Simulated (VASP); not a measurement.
Set up this calculation in VASP 6.6.1, as the native input.

| Property | Result |
| --- | --- |
| Task | single point |
| Functional | PBEsol |
| Potentials or basis | VASP PAW PBE potentials, release 64 (Co, O) |
| Cutoff | 520 eV |
| k mesh | 18 × 18 × 18 |
| Occupations | gaussian, width 0.15 eV |
| Spin | collinear spin, ferromagnetic start |
| Starting moments | [2.64, 0.33] μB |
| Dipole correction | no |
| Further INCAR settings | ALGO = Normal; EDIFF = 1e-06; NBANDS = 18 |

The structure of CoO lies in POSCAR:

```
CoO
1.0
    1.6259071081      0.9387179065      2.5375239824
   -1.6259071081      0.9387179065      2.5375239824
    0.0000000000     -1.8774358131      2.5375239824
Co O
1 1
Direct
    0.0000000000      0.0000000000      0.0000000000
    0.5000000000      0.5000000000      0.5000000000
```

This cell differs from its parent crystal: strain +0.080 along x and y, +0.040 along z.

One way to write it, as run:

INCAR

```
SYSTEM = CoO
PREC = Accurate ; ENCUT = 520
EDIFF = 1E-6 ; ISMEAR = 0
SIGMA = 0.15 ; LREAL = .False.
LASPH = .True. ; NELM = 150
ALGO = Normal ; ISIF = 2
LWAVE = .False. ; LCHARG = .False.
ISPIN = 2 ; MAGMOM = 2.64 0.33
LORBIT = 11 ; LMAXMIX = 4
GGA = PS ; NBANDS = 18
```

KPOINTS

```
Automatic mesh
0
Gamma
  18 18 18
  0 0 0
```

Potentials or basis: VASP PAW PBE potentials, release 64 (Co, O).

The run is started by

```console
$ cat potpaw_PBE.64/Co/POTCAR potpaw_PBE.64/O/POTCAR > POTCAR
$ mpirun -np 1 vasp_std > vasp.out
```

Results of the run:

The pressure is -30.4 GPa, the band gap on the k mesh is zero (filled and empty bands overlap) and the net moment is 3.00 μB per cell. The site moments are Co +2.62; O +0.32 μB and the valence electrons inside the program's atomic spheres are Co 7.56; O 4.87.

Caveat: the cell differs from its parent crystal (strain +0.080 along x and y, +0.040 along z); the cell stands under tension; the PAW data sets were made with another functional, which shifts forces and pressure a little; a cell with one magnetic atom can't hold antiferromagnetic order, which such compounds often take; semilocal functionals often make such compounds metallic where correlation or magnetic order opens a gap, which also shifts bond lengths.

Run time: 3.7 min on 1 thread of Intel(R) Xeon(R) Platinum 8488C (Sapphire Rapids) (shared host), peak memory 0.44 GiB.
